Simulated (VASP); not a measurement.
Crystal: HfSi7.

```xyz
8
Lattice="5.7335 0.0000 0.0000 0.0000 5.7335 0.0000 0.0000 0.0000 5.7335" Properties=species:S:1:pos:R:3 pbc="T T T"
Hf    0.0000    0.0000    0.0000
Si    1.4484    1.4484    1.4484
Si    0.0000    2.8667    2.8667
Si    2.8667    2.8667    0.0000
Si    2.8667    0.0000    2.8667
Si    4.2851    1.4484    4.2851
Si    4.2851    4.2851    1.4484
Si    1.4484    4.2851    4.2851
```

- Program: VASP 6.6.1
- Task: relaxation of cell and atoms
- Functional: PBEsol
- Potentials or basis: VASP PAW PBE potentials, release 64 (Hf_pv, Si)
- Cutoff: 600 eV
- k mesh: 4 × 4 × 4
- Occupations: gaussian, width 0.1 eV
- Spin: no spin polarisation

At the start: pressure -3.4 GPa; volume 23.56 Å³/atom.

Problem. How do energy, volume and symmetry change on relaxing?

Solution. Over 5 steps the energy falls by 70.6 meV/atom and the volume is 21.92 Å³/atom (-7.0 %); space group P-43m (No. 215, to 0.1 Å) before and after.

The path:
```tsv
step	energy change (eV)	largest force (eV/Å)	pressure (GPa)	volume (Å³)
1	0.0000	1.7115	-3.39	188.48
2	-0.5158	0.6430	0.60	175.18
3	-0.5330	0.3927	1.74	172.30
4	-0.5571	0.1853	-0.82	176.94
5	-0.5649	0.0011	0.00	175.38
```

Final structure:
```
Hf Si
1.0
     5.59745    0.00000    0.00000
     0.00000    5.59745    0.00000
     0.00000    0.00000    5.59745
Hf Si
1 7
Cartesian
  0.0000 0.0000 0.0000
  1.4828 1.4828 1.4828
  0.0000 2.7987 2.7987
  2.7987 2.7987 0.0000
  2.7987 0.0000 2.7987
  4.1147 1.4828 4.1147
  4.1147 4.1147 1.4828
  1.4828 4.1147 4.1147
```

Caveat: the PAW data sets were made with another functional, which shifts forces and pressure a little.
